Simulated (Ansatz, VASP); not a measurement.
CdTe in VASP and in Ansatz

The input INCAR:

```
SYSTEM = CdTe
PREC = Accurate ; ENCUT = 520
EDIFF = 1E-6 ; ISMEAR = 0
SIGMA = 0.01 ; LREAL = .FALSE.
LASPH = .TRUE. ; NELM = 100
ALGO = Normal ; ISIF = 2
LWAVE = .FALSE. ; LCHARG = .FALSE.
LDIPOL = .TRUE. ; IDIPOL = 3
DIPOL = 0.5 0.5 0.500 ; GGA = PE
NBANDS = 36
```

The input KPOINTS:

```
regular mesh
0
G
  9 9 1
  0 0 0
```

The input POSCAR:

```
CdTe
1.0
    4.6791895905      0.0000000000      0.0000000000
   -2.3395947952      4.0522970545      0.0000000000
    0.0000000000      0.0000000000     23.5962201799
Te Cd
3 3
Direct
    0.0000000000      0.0000000000      0.3178475172
    0.3333333333      0.6666666667      0.4797608352
    0.6666666667      0.3333333333      0.6416741533
    0.3333333333      0.6666666667      0.3583258467
    0.6666666667      0.3333333333      0.5202391648
    0.0000000000      0.0000000000      0.6821524828
```

Input for Ansatz:

```yaml
crystal:
  lattice:
    - [4.6791895905, 0.0, 0.0]
    - [-2.3395947952, 4.0522970545, 0.0]
    - [0.0, 0.0, 23.5962201799]
  atoms:
    - { symbol: Te, position: [0.0, 0.0, 0.3178475172] }
    - { symbol: Cd, position: [0.3333333333, 0.6666666667, 0.3583258467] }
    - { symbol: Te, position: [0.3333333333, 0.6666666667, 0.4797608352] }
    - { symbol: Cd, position: [0.6666666667, 0.3333333333, 0.5202391648] }
    - { symbol: Te, position: [0.6666666667, 0.3333333333, 0.6416741533] }
    - { symbol: Cd, position: [0.0, 0.0, 0.6821524828] }
basis:
  ecutwfc: 420
kpoints:
  mp_grid: { grid: [9, 9, 1] }
hamiltonian:
  xc: pbe
scf:
  occupations: { method: gaussian, width: 0.01 }
  max_iter: 98
output:
  forces: true
  stress: true
  eigenvalues: true
efield:
  axis: 3
  dipole_correction: true
  ramp_width: 0.04
```

Alike in both runs: task single point; functional PBE; k mesh 9 × 9 × 1; occupations gaussian, width 0.01 eV; no spin polarisation.

|  | VASP | Ansatz |
| --- | --- | --- |
| version | VASP 6.6.1 | Ansatz 0.2.0 |
| potentials or method | VASP PAW PBE potentials, release 64 (Te, Cd), cutoff 520 eV | scalar-relativistic, plane waves, PAW |
| valence electrons in the cell | 54 | 108 |

Ansatz gave:

* gap on the k mesh at the Fermi level (eV): none
* rms of the force components (eV/Å): 0.325

Problem. Which values does VASP return?

Solution. gap on the k mesh at the Fermi level (eV): none; rms of the force components (eV/Å): 0.323.

A gap of «none» marks a metal or a gap that the smearing closes. VASP's potentials hold 54 valence electrons a cell and Ansatz's 108, so a difference there can come from the potentials and not from the codes.

Neither program's run includes spin-orbit coupling.
